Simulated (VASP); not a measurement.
The system is SrGe2Mo2.

```
Sr Ge Mo
1.0
     3.89699    0.00000    0.00000
     0.00000    3.89699    0.00000
     0.00000    0.00000    7.05543
Sr Ge Mo
1 2 2
Direct
  0.50000 0.50000 0.69814
  0.50000 0.50000 0.99503
  0.50000 0.50000 0.33134
  0.50000 0.00000 0.26959
  0.00000 0.50000 0.26959
```

The cell was generated, and may not be a known phase.

```yaml
Program: VASP 6.6.1
Task: relaxation of cell and atoms
Functional: PBE
Potentials_or_basis: VASP PAW PBE potentials, release 64 (Sr_sv, Ge_d, Mo_sv)
Cutoff: 600 eV
k_mesh: 4 × 4 × 4
Occupations: gaussian, width 0.1 eV
Spin: no spin polarisation
```

At the start: pressure 72.4 GPa; volume 21.43 Å³/atom.

Q: Where does the relaxation end?

A: Over 32 steps the energy falls by 3264.3 meV/atom and the volume is 27.60 Å³/atom (+28.8 %); space group P4mm (No. 99, to 0.1 Å) before, P4/mmm (No. 123, to 0.1 Å).

Step by step:
| step | energy change (eV) | largest force (eV/Å) | pressure (GPa) | volume (Å³) |
| --- | --- | --- | --- | --- |
| 1 | 0.0000 | 12.0514 | 72.39 | 107.15 |
| 2 | 1.0642 | 16.5676 | -3.25 | 337.98 |
| 3 | -4.2162 | 13.1295 | -5.10 | 267.74 |
| 4 | -7.8279 | 10.6662 | -6.15 | 223.52 |
| 5 | -11.8032 | 5.5894 | 2.20 | 158.29 |
| 6 | -11.8178 | 5.2463 | 4.10 | 153.86 |
| 7 | -11.8201 | 5.3896 | 3.29 | 155.64 |
| 8 | -13.1261 | 1.7524 | -3.25 | 177.10 |
| 9 | -13.1336 | 1.5390 | -2.88 | 174.43 |
| 10 | -13.7114 | 2.8987 | -0.21 | 164.57 |
| 11 | -13.4571 | 7.7172 | 16.69 | 136.01 |
| 12 | -14.1532 | 3.8842 | 3.49 | 154.83 |
| 13 | -14.1917 | 4.3975 | 7.79 | 147.03 |
| 14 | -14.2197 | 4.2245 | 6.19 | 149.75 |
| 15 | -14.3942 | 3.8061 | 6.08 | 149.01 |
| 16 | -14.7075 | 4.7315 | 6.22 | 146.66 |
| 17 | -14.7159 | 5.3470 | 6.84 | 145.64 |
| 18 | -15.0711 | 4.3725 | 3.95 | 148.85 |
| 19 | -15.5677 | 2.1574 | -2.82 | 158.56 |
| 20 | -15.5720 | 1.9436 | -3.43 | 159.56 |
| 21 | -15.7258 | 1.6859 | -3.16 | 157.07 |
| 22 | -16.0804 | 1.2943 | -2.19 | 149.64 |
| 23 | -16.1420 | 0.6968 | 2.42 | 135.03 |
| 24 | -16.2631 | 0.5689 | -0.53 | 142.26 |
| 25 | -16.2666 | 0.4569 | -0.22 | 141.26 |
| 26 | -16.2890 | 0.3374 | -0.17 | 140.65 |
| 27 | -16.3135 | 0.3316 | -0.06 | 139.41 |
| 28 | -16.3149 | 0.3321 | 0.01 | 138.97 |
| 29 | -16.3195 | 0.1321 | -0.16 | 138.82 |
| 30 | -16.3206 | 0.0590 | -0.27 | 138.70 |
| 31 | -16.3214 | 0.0424 | 0.25 | 137.75 |
| 32 | -16.3215 | 0.0385 | 0.08 | 138.01 |

Final structure:
```
Sr Ge Mo
1.0
     3.67624    0.00000    0.00000
     0.00000    3.67624    0.00000
     0.00000    0.00000   10.21209
Sr Ge Mo
1 2 2
Cartesian
  1.8381 1.8381 7.2875
  1.8381 1.8381 0.1828
  1.8381 1.8381 4.1622
  1.8381 0.0000 2.1680
  0.0000 1.8381 2.1680
```

Caveat: the k points lie up to 0.43 Å⁻¹ apart in the final cell, too coarse for converged energies and pressures of a metal; the volume moved by over 15 % at a fixed basis, so the end points are rough.
